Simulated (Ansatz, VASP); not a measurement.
# RbBr in VASP and in Ansatz

INCAR

```
SYSTEM = RbBr
ALGO     = Normal         ! electronic algorithm
EDIFF    = 1E-6           ! SCF threshold, eV
ENCUT    = 520            ! plane-wave cutoff, eV
GGA      = PE             ! functional
ISIF     = 2              ! what is computed and relaxed
ISMEAR   = -1             ! smearing method
LASPH    = .TRUE.         ! aspherical terms in the spheres
LCHARG   = .FALSE.        ! write CHGCAR
LREAL    = .FALSE.        ! projectors in reciprocal space
LWAVE    = .FALSE.        ! write WAVECAR
NBANDS   = 15             ! bands
NELM     = 60             ! most SCF steps
PREC     = Accurate       ! precision mode
SIGMA    = 0.02           ! smearing width, eV
```

KPOINTS

```
k-points
0
G
  6 6 6
  0 0 0
```

POSCAR

```
RbBr
1.0
    4.0251412785      0.0000000000      0.0000000000
    0.0000000000      4.1279266522      0.0000000000
    0.0000000000      0.0000000000      4.1279266522
Rb Br
1 1
Direct
    0.0000000000      0.0000000000      0.0000000000
    0.5000000000      0.5000000000      0.5000000000
```

Input for Ansatz:

```yaml
crystal:
  lattice:
    - [4.0251412785, 0.0, 0.0]
    - [0.0, 4.1279266522, 0.0]
    - [0.0, 0.0, 4.1279266522]
  atoms:
    - { symbol: Rb, position: [0.0, 0.0, 0.0] }
    - { symbol: Br, position: [0.5, 0.5, 0.5] }
kpoints:
  mp_grid: { grid: [6, 6, 6] }
  band_path:
    path:
      - [0.0, 0.0, 0.0]
      - [0.0, 0.5, 0.0]
      - [0.5, 0.5, 0.0]
      - [0.5, 0.5, 0.5]
      - [0.0, 0.5, 0.5]
    npoints: 1
hamiltonian:
  xc: pbe
scf:
  occupations: { method: fermi_dirac, width: 0.02 }
  n_extra_bands: 4
output:
  forces: true
  stress: true
  eigenvalues: true
```

Change from the starting cell: uniaxial_x strain -2.5%.

Alike in both runs: task single point; functional PBE; k mesh 6 × 6 × 6; occupations fermi-dirac, width 0.02 eV; no spin polarisation.

|  | VASP | Ansatz |
| --- | --- | --- |
| version | VASP 6.6.1 | Ansatz 0.2.0 |
| potentials or method | VASP PAW PBE potentials, release 64 (Rb_sv, Br) | plane waves, PAW |
| plane-wave cutoff (eV) | 520 | 420 |
| valence electrons in the cell | 16 | 16 |

|  | VASP | Ansatz | Ansatz less VASP |
| --- | --- | --- | --- |
| gap on the k mesh at the Fermi level (eV) | 4.08 | 4.08 | +0.002 |
| pressure (GPa) | 1.3 | 1.3 | -0.03 |
| traceless stress, the component that is largest in VASP (GPa) | 0.52 | 0.52 | 0.000 |
